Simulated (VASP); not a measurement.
Set up this calculation in VASP 6.6.1, as the native input.

| Quantity | Value |
| --- | --- |
| Task | single point |
| Functional | LDA |
| Potentials or basis | VASP PAW LDA potentials, release 64 (Ti_sv, C) |
| Cutoff | 520 eV |
| k mesh | 5 × 5 × 1 |
| Occupations | gaussian, width 0.1 eV |
| Spin | no spin polarisation |
| Dipole correction | yes |
| Further INCAR settings | LREAL = Auto; ALGO = Normal; EDIFF = 1e-06; NBANDS = 116 |

The structure of Ti12C13 lies in POSCAR:

```
Ti12C13
1.0
    6.0257129976      0.0000000000      0.0000000000
    0.0000000000      6.0257129976      0.0000000000
    0.0000000000      0.0000000000     19.7334901523
Ti C
12 13
Direct
    0.2500000000      0.2500000000      0.2027010919
    0.2500000000      0.7500000000      0.2027010919
    0.7500000000      0.2500000000      0.2027010919
    0.7500000000      0.7500000000      0.2027010919
    0.0000000000      0.0000000000      0.3085376904
    0.0000000000      0.5000000000      0.3085376904
    0.5000000000      0.0000000000      0.3085376904
    0.5000000000      0.5000000000      0.3085376904
    0.2500000000      0.2500000000      0.4124330541
    0.2500000000      0.7500000000      0.4124330541
    0.7500000000      0.2500000000      0.4124330541
    0.7500000000      0.7500000000      0.4124330541
    0.0000000000      0.0000000000      0.2027010919
    0.0000000000      0.5000000000      0.2027010919
    0.5000000000      0.0000000000      0.2027010919
    0.5000000000      0.5000000000      0.2027010919
    0.2500000000      0.2500000000      0.3079312182
    0.2500000000      0.7500000000      0.3079312182
    0.7500000000      0.2500000000      0.3079312182
    0.7500000000      0.7500000000      0.3079312182
    0.0000000000      0.0000000000      0.4172343609
    0.0000000000      0.5000000000      0.4172343609
    0.5000000000      0.0000000000      0.4172343609
    0.5000000000      0.5000000000      0.4172343609
    0.0000000000      0.0625000000      0.4803822399
```

These files were run (other wordings do the same):

INCAR

```
SYSTEM = Ti12C13
ALGO = Normal
DIPOL = 0.5 0.5 0.315
EDIFF = 1E-6
ENCUT = 520
GGA = CA
IDIPOL = 3
ISIF = 2
ISMEAR = 0
LASPH = .True.
LCHARG = .True.
LDIPOL = .True.
LELF = .True.
LREAL = Auto
LVACPOTAV = .True.
LVHAR = .True.
LWAVE = .False.
NBANDS = 116
NELM = 100
PREC = Accurate
SIGMA = 0.1
```

KPOINTS

```
k-points
0
Gamma
  5 5 1
  0 0 0
```

Potentials or basis: VASP PAW LDA potentials, release 64 (Ti_sv, C).

Run with:

```console
$ cat potpaw_LDA.64/Ti_sv/POTCAR potpaw_LDA.64/C/POTCAR > POTCAR
$ mpirun -np 1 vasp_std > vasp.out
```

It gave:

* Largest force: 1.648 eV/Å
* Band gap on the k mesh: zero (bands 98 and 99 overlap by 0.14 eV)

Wall time 25 min on 1 thread of Intel(R) Xeon(R) Platinum 8488C (Sapphire Rapids) (shared host), peak memory 0.81 GiB.
